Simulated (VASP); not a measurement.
# C21O in VASP: notebook

The runs below take C21O through single point, with PBE.

All numbers are computed with VASP 6.6.1; they aren't measurements. Logs are shortened: lines on timing, memory, paths and dates and some standing lists are left out, and cuts for length are marked.

## Step 1: The cell of the first run

The cell holds a slab with vacuum, 22 atoms: a = 5.051 Å, b = 3.572 Å, c = 21.529 Å, α = 90.00°, β = 90.00°, γ = 90.00°.

## Step 2: Single point, PBE

Input file INCAR:

```
SYSTEM = C21O
ALGO = Normal ; DIPOL = 0.5 0.5 0.320
EDIFF = 1E-7 ; ENCUT = 520
GGA = PE ; IDIPOL = 3
ISIF = 2 ; ISMEAR = 0
LASPH = .True. ; LCHARG = .True.
LDIPOL = .True. ; LELF = .True.
LREAL = Auto ; LVACPOTAV = .True.
LVHAR = .True. ; LWAVE = .False.
NBANDS = 62 ; NELM = 80
PREC = Accurate ; SIGMA = 0.05
```

Input file KPOINTS:

```
k-points
0
Gamma
  5 8 1
  0 0 0
```

Input file POSCAR:

```
C21O
1.0
    5.0509324483      0.0000000000      0.0000000000
    0.0000000000      3.5715485855      0.0000000000
    0.0000000000      0.0000000000     21.5290412190
C O
21 1
Direct
    0.2500000000      0.0000000000      0.1857955475
    0.7500000000      0.0000000000      0.1857955475
    0.0000000000      0.2500000000      0.1857955475
    0.5000000000      0.2500000000      0.1857955475
    0.0000000000      0.5000000000      0.2444480949
    0.5000000000      0.5000000000      0.2444480949
    0.2500000000      0.7500000000      0.2444480949
    0.7500000000      0.7500000000      0.2444480949
    0.2500000000      0.0024640200      0.3028262705
    0.7500000000      0.0024640200      0.3028262705
    0.0000000000      0.2475359800      0.3028262705
    0.5000000000      0.2475359800      0.3028262705
    0.0000000000      0.5097084338      0.3631087774
    0.5000000000      0.5097084338      0.3631087774
    0.2500000000      0.7402915662      0.3631087774
    0.7500000000      0.7402915662      0.3631087774
    0.2500000000      0.0294931932      0.4124215811
    0.7500000000      0.0294931932      0.4124215811
    0.0000000000      0.2205068068      0.4124215811
    0.5000000000      0.2205068068      0.4124215811
    0.2500000000      0.2794931932      0.4773833716
    0.2500000000      0.2794931932      0.5322826497
```

Potentials or basis: VASP PAW PBE potentials, release 64 (C, O).

The run is started by

```
$ cat potpaw_PBE.64/C/POTCAR potpaw_PBE.64/O/POTCAR > POTCAR
$ mpirun -np 1 vasp_std > vasp.out
```

OUTCAR:

```text
SYSTEM = C21O
   EDIFF = 1E-7
   ENCUT = 520
   GGA = PE
   ISIF = 2
   ISMEAR = 0
   LASPH = .True.
   LREAL = Auto
   NELM = 80
   PREC = Accurate

 ion  position               nearest neighbor table
   1  0.250  0.000  0.186-   7 1.55   4 1.55   3 1.55
   2  0.750  0.000  0.186-   8 1.55   4 1.55   3 1.55
   3  0.000  0.250  0.186-   5 1.55   2 1.55   1 1.55
   4  0.500  0.250  0.186-   6 1.55   2 1.55   1 1.55
   5  0.000  0.500  0.244-   3 1.55   7 1.55   8 1.55  11 1.55
   6  0.500  0.500  0.244-   4 1.55   7 1.55   8 1.55  12 1.55
   7  0.250  0.750  0.244-   1 1.55   5 1.55   6 1.55   9 1.55
   8  0.750  0.750  0.244-   2 1.55   5 1.55   6 1.55  10 1.55
   9  0.250  0.002  0.303-  11 1.54  12 1.54   7 1.55  15 1.60
  10  0.750  0.002  0.303-  11 1.54  12 1.54   8 1.55  16 1.60
  11  0.000  0.248  0.303-   9 1.54  10 1.54   5 1.55  13 1.60
  12  0.500  0.248  0.303-   9 1.54  10 1.54   6 1.55  14 1.60
  13  0.000  0.510  0.363-  19 1.48  16 1.51  15 1.51  11 1.60
  14  0.500  0.510  0.363-  20 1.48  16 1.51  15 1.51  12 1.60
  15  0.250  0.740  0.363-  17 1.48  14 1.51  13 1.51   9 1.60
  16  0.750  0.740  0.363-  18 1.48  14 1.51  13 1.51  10 1.60
  17  0.250  0.029  0.412-  19 1.44  20 1.44  15 1.48  21 1.66
  18  0.750  0.029  0.412-  19 1.44  20 1.44  16 1.48
  19  0.000  0.221  0.412-  17 1.44  18 1.44  13 1.48  21 1.90
  20  0.500  0.221  0.412-  17 1.44  18 1.44  14 1.48  21 1.90
  21  0.250  0.279  0.477-  22 1.18  17 1.66  20 1.90  19 1.90
  22  0.250  0.279  0.532-  21 1.18

  LATTYP: Found a simple orthorhombic cell.
 ALAT       =     3.5715485855
 B/A-ratio  =     1.4142135624
 C/A-ratio  =     6.0279289792

  Lattice vectors:

 A1 = (   0.0000000000,  -3.5715485855,   0.0000000000)
 A2 = (   5.0509324483,   0.0000000000,   0.0000000000)
 A3 = (   0.0000000000,   0.0000000000,  21.5290412190)

Analysis of symmetry for initial positions (statically):
=====================================================================
 Subroutine PRICEL returns:
 Original cell was already a primitive cell.

 Routine SETGRP: Setting up the symmetry group for a
 simple orthorhombic supercell.

 Subroutine GETGRP returns: Found  2 space group operations
 (whereof  1 operations were pure point group operations)
 out of a pool of  8 trial point group operations.

The static configuration has the point symmetry C_1 .
 The point group associated with its full space group is C_1h.

Analysis of symmetry for dynamics (positions and initial velocities):
=====================================================================
 Subroutine PRICEL returns:
 Original cell was already a primitive cell.

 Routine SETGRP: Setting up the symmetry group for a
 simple orthorhombic supercell.
[... 150 lines left out ...]
   EFERMI =   0.00;   METHOD = LEGACY
   ISMEAR =     0;   SIGMA  =   0.05  broadening in eV -4-tet -1-fermi 0-gaus
   EFERMI_NEDOS =   21; number of points for ismear=-14 and -15
   IALGO  =     38    algorithm
   IMIX   =      4    mixing-type and parameters
     AMIX     =   0.40;   BMIX     =  1.00
     AMIX_MAG =   1.60;   BMIX_MAG =  1.00
  volume/ion in A,a.u.               =      17.65       119.13
  Fermi-wavevector in a.u.,A,eV,Ry     =   1.005552  1.900219 13.757337  1.011136
  Thomas-Fermi vector in A             =   2.138239
   LORBIT       =      0    0 simple, 1 ext, 2 COOP (PROOUT), +10 PAW based schemes
   GGA     = PE    functional components
   LHFCALC =     F    Hartree Fock is set to
   AEXX    =    0.0000 exact exchange contribution
   IVDW    =     0    specifies the selected vdW correction
   LEPSILON=     F    determine dielectric tensor
   LRPA    =     F    only Hartree local field effects (RPA)
 non-spin polarized calculation
 Gauss-broadening in eV      SIGMA  =   0.05
  energy-cutoff  :      520.00
  volume of cell :      388.38
 maximum number of plane-waves:     10508
 NGX is ok and might be reduce to    40
   NGX = 19   NGY = 13   NGZ = 81

 dipolmoment           0.000000      0.000000     -0.009880 electrons x Angstroem

 number of electron      90.0000009 magnetization

 dipolmoment           0.000000      0.000000      0.066314 electrons x Angstroem

 Free energy of the ion-electron system (eV)
  ---------------------------------------------------
  ext. energy  EPLUGINS =         0.00000000
  ---------------------------------------------------
  free energy    TOTEN  =      -182.24648889 eV

  energy without entropy =     -182.23891229  energy(sigma->0) =     -182.24270059

 E-fermi :  -1.0514     XC(G=0):  -5.2926

 val. band max:       -1.0608162533   @ k =   0.0000   0.2500   0.0000
 cond. band min:      -1.0408320139   @ k =   0.2000   0.3750   0.0000
 fundamental gap:      0.0199842394
 Fermi energy:        -1.0513876477

 k-point     1 :       0.0000    0.0000    0.0000
  band No.  band energies     occupation
      1     -23.5591      2.00000
      2     -22.6929      2.00000
      3     -20.8932      2.00000
      4     -18.4711      2.00000
      5     -18.2804      2.00000
      6     -17.9980      2.00000
[... 889 lines left out ...]
     56       6.8106      0.00000
     57       7.0027      0.00000
 [bands above 57 left out]

------------------------ aborting loop because EDIFF is reached ----------------------------------------

  FORCE on cell =-STRESS in cart. coord.  units (eV):
  Direction    XX          YY          ZZ          XY          YZ          ZX
  --------------------------------------------------------------------------------------
  -------------------------------------------------------------------------------------
  Total       -7.9375753      9.8323611     -0.8202110      0.0000000     -0.7378526      0.0000000
  in kB      -32.7450477     40.5616480     -3.3836338      0.0000000     -3.0438788      0.0000000
  external PRESSURE =       1.4776555 kB  Pullay stress =       0.0000000 kB

 VOLUME and BASIS-vectors are now :
 -----------------------------------------------------------------------------
  energy-cutoff  :      520.00
  volume of cell :      388.38
      direct lattice vectors                 reciprocal lattice vectors
     5.050932448  0.000000000  0.000000000     0.197983246  0.000000000  0.000000000
     0.000000000  3.571548585  0.000000000     0.000000000  0.279990591  0.000000000
     0.000000000  0.000000000 21.529041219     0.000000000  0.000000000  0.046448887

 POSITION                                       TOTAL-FORCE (eV/Angst)
 -----------------------------------------------------------------------------------
      1.26273      0.00000      4.00000         0.000000      4.697401      1.207520
      3.78820      0.00000      4.00000         0.000000      4.305369      1.121985
      0.00000      0.89289      4.00000         0.044454     -4.478177      1.079410
      2.52547      0.89289      4.00000        -0.044454     -4.478177      1.079410
      0.00000      1.78577      5.26273        -0.041267      0.943093     -1.245894
      2.52547      1.78577      5.26273         0.041267      0.943093     -1.245894
[... 14 lines left out ...]
      1.26273      0.99822     10.27761         0.000000     -0.186796     -0.643451
      1.26273      0.99822     11.45954         0.000000     -0.085948      0.662554
 -----------------------------------------------------------------------------------
    total drift:                                0.000000      0.011976      0.007927

  FREE ENERGIE OF THE ION-ELECTRON SYSTEM (eV)
  ---------------------------------------------------
  free  energy   TOTEN  =      -182.2464888922 eV

  energy  without entropy=     -182.2389122923  energy(sigma->0) =     -182.24270059

 vacuum level on the upper side and lower side of the slab         5.631         4.966
```

stdout:

```text
POSCAR found type information on POSCAR C O
 POSCAR found :  2 types and      22 ions
 scaLAPACK will be used
 LDA part: xc-table for (Slater+PW92), standard interpolation
 POSCAR, INCAR and KPOINTS ok, starting setup
 FFT: planning ... GRIDC
 FFT: planning ... GRID_SOFT
 FFT: planning ... GRID
 WAVECAR not read
 entering main loop
 -----------------------------------------------------------------------------
|                                                                             |
|           W    W    AA    RRRRR   N    N  II  N    N   GGGG   !!!           |
|           W    W   A  A   R    R  NN   N  II  NN   N  G    G  !!!           |
|           W    W  A    A  R    R  N N  N  II  N N  N  G       !!!           |
|           W WW W  AAAAAA  RRRRR   N  N N  II  N  N N  G  GGG   !            |
|           WW  WW  A    A  R   R   N   NN  II  N   NN  G    G                |
|           W    W  A    A  R    R  N    N  II  N    N   GGGG   !!!           |
|                                                                             |
|     Did not find any points to average over, which means that no vacuum     |
|     field-free region was found. Please increase the size of  your cell     |
|     in the dimension of the dipole correction to obtain accurate            |
|     workfunction values.                                                    |
|                                                                             |
 -----------------------------------------------------------------------------
```

It took 10 min on 1 thread of Intel Xeon 6975P-C (Granite Rapids), shared host; peak memory 0.51 GiB.

What came out:

| Property | Result |
| --- | --- |
| Free energy | -182.2465 eV |
| Largest force | 4.850 eV/Å |
| Band gap on the k mesh | zero (bands 45 and 46 overlap by 0.49 eV) |

Forces on the atoms (eV/Å):
```
C    0.000  4.697  1.208
C    0.000  4.305  1.122
C    0.044 -4.478  1.079
C   -0.044 -4.478  1.079
C   -0.041  0.943 -1.246
C    0.041  0.943 -1.246
C    0.000 -1.056 -1.247
C    0.000 -0.954 -1.061
C    0.000 -0.041  0.168
C    0.000  0.028 -0.232
C   -0.103  0.194  0.201
C    0.103  0.194  0.201
C   -0.075 -0.358 -1.592
C    0.075 -0.358 -1.592
C    0.000 -0.299 -0.594
C    0.000  0.586  0.034
C    0.000 -3.148 -0.897
C    0.000 -0.377  0.991
C    0.466  1.964  1.802
C   -0.466  1.964  1.802
C    0.000 -0.187 -0.643
O    0.000 -0.086  0.663
```

## Step 3: Single point, PBE

Input file INCAR:

```
  PREC = Accurate
  ENCUT = 520
  EDIFF = 1E-7
  ISMEAR = 0
  SIGMA = 0.05
  LREAL = Auto
  LASPH = True
  NELM = 80
  ALGO = Normal
  ISIF = 2
  LWAVE = False
  LCHARG = True
  LDIPOL = True
  IDIPOL = 3
  DIPOL = 0.5 0.5 0.320
  GGA = PE
  LELF = True
  LVHAR = True
  LVACPOTAV = True
  NBANDS = 62
```

Input file KPOINTS:

```
regular mesh
0
Gamma
  5 8 1
```

POSCAR, as its differences from that of step 2:

```diff
@@ -28,3 +28,3 @@
     0.5000000000      0.2205068068      0.4124215811
-    0.2500000000      0.2794931932      0.4773833716
-    0.2500000000      0.2794931932      0.5322826497
+    0.2500000000      0.7794931932      0.4740734498
+    0.2500000000      0.7794931932      0.5278819486
```

Potentials or basis: VASP PAW PBE potentials, release 64 (C, O).

The run is started by

```
$ cat potpaw_PBE.64/C/POTCAR potpaw_PBE.64/O/POTCAR > POTCAR
$ mpirun -np 1 vasp_std > vasp.out
```

Wall time 10 min (1 thread of Intel Xeon 6975P-C (Granite Rapids), shared host); peak memory 0.51 GiB.

Results (log left out):

```yaml
Free_energy: -183.5706 eV
Largest_force: 4.733 eV/Å
Band_gap_on_the_k_mesh: zero (bands 45 and 46 overlap by 0.16 eV)
```

Forces on the atoms (eV/Å):
```
C    0.000  4.621  1.022
C    0.000  4.200  1.092
C    0.025 -4.431  1.120
C   -0.025 -4.431  1.120
C   -0.017  0.969 -1.199
C    0.017  0.969 -1.199
C    0.000 -0.931 -1.241
C    0.000 -0.922 -1.070
C    0.000 -0.513  0.100
C    0.000  0.002  0.094
C   -0.002  0.215 -0.159
C    0.002  0.215 -0.159
C    0.173 -0.709 -0.690
C   -0.173 -0.709 -0.690
C    0.000  0.958 -3.159
C    0.000 -0.015 -0.158
C    0.000 -3.816  2.562
C    0.000  0.336  1.011
C   -1.381  2.138  0.801
C    1.381  2.138  0.801
C    0.000 -0.613 -0.798
O    0.000  0.325  0.800
```

Levels at points of the mesh, in eV from the Fermi level:
```csv
k point,band 42,band 43,band 44,band 45,band 46,band 47,band 48,band 49
"(0.00, 0.00, 0.00)",-1.03,-0.83,-0.44,-0.21,-0.15,1.06,1.53,2.46
"(0.00, 0.50, 0.00)",-0.90,-0.53,-0.31,-0.10,0.16,0.29,0.45,2.17
```

## Step 4: Single point, PBE

Input file INCAR:

```
SYSTEM = C21O
ALGO = Normal
DIPOL = 0.5 0.5 0.320
EDIFF = 1E-6
ENCUT = 520
GGA = PE
IDIPOL = 3
ISIF = 2
ISMEAR = 0
LASPH = .True.
LCHARG = .False.
LDIPOL = .True.
LREAL = Auto
LWAVE = .False.
NBANDS = 62
NELM = 80
PREC = Accurate
SIGMA = 0.05
```

Input file KPOINTS:

```
k-points
0
Gamma
  5 8 1
  0 0 0
```

POSCAR, as its differences from that of step 3:

```diff
@@ -28,3 +28,3 @@
     0.5000000000      0.2205068068      0.4124215811
-    0.2500000000      0.7794931932      0.4740734498
-    0.2500000000      0.7794931932      0.5278819486
+    0.5000000000      0.2794931932      0.4799722452
+    0.5000000000      0.2794931932      0.5337374444
```

The run is started by

```
$ cat potpaw_PBE.64/C/POTCAR potpaw_PBE.64/O/POTCAR > POTCAR
$ mpirun -np 1 vasp_std > vasp.out
```

Run time: 9.1 min. Hardware: 1 thread of Intel Xeon 6975P-C (Granite Rapids), shared host; peak memory 0.52 GiB.

Results (log left out):

- Free energy: -183.1142 eV
- Largest force: 4.789 eV/Å
- Band gap on the k mesh: zero (bands 45 and 46 overlap by 0.22 eV)

Forces in eV/Å, atoms in the order of the input:
```
C    0.025  4.487  1.141
C   -0.025  4.487  1.141
C    0.000 -4.249  1.050
C    0.000 -4.678  1.028
C    0.000  0.935 -1.024
C    0.000  1.018 -1.248
C   -0.012 -0.980 -1.182
C    0.012 -0.980 -1.182
C   -0.019 -0.191 -0.150
C    0.019 -0.191 -0.150
C    0.000 -0.084  0.149
C    0.000  0.279  0.374
C    0.000  0.095 -0.079
C    0.000 -0.071 -2.264
C    0.046  0.620 -0.371
C   -0.046  0.620 -0.371
C   -2.191 -2.422  0.235
C    2.191 -2.422  0.235
C    0.000  0.018  0.787
C    0.000  3.035  1.876
C    0.000  0.692 -0.798
O    0.000 -0.015  0.803
```

Levels at points of the mesh, in eV from the Fermi level:
| k point | band 42 | band 43 | band 44 | band 45 | band 46 | band 47 | band 48 | band 49 |
| --- | --- | --- | --- | --- | --- | --- | --- | --- |
| (0.00, 0.00, 0.00) | -1.27 | -0.84 | -0.30 | -0.23 | -0.20 | 0.94 | 2.07 | 2.89 |
| (0.00, 0.50, 0.00) | -0.73 | -0.55 | -0.44 | 0.02 | 0.14 | 0.25 | 0.27 | 2.51 |

## Step 5: Overview

| cell | gap on the mesh (eV) | largest force (eV/Å) |
| --- | --- | --- |
| as given, atomic positions A | none | 4.85 |
| as given, atomic positions B | none | 4.73 |
| as given, atomic positions C | none | 4.79 |

Alike in all rows: task single point; level PBE; potentials or basis VASP PAW PBE potentials, release 64 (C, O); no spin polarisation; k mesh 5 × 8 × 1; cutoff (eV) 520; smearing gaussian 0.05 eV.

Total energies depend on the potentials used, so only differences within one code and one set of settings carry meaning.

The gap in the log of VASP goes by the Fermi energy; the results here count the filled bands.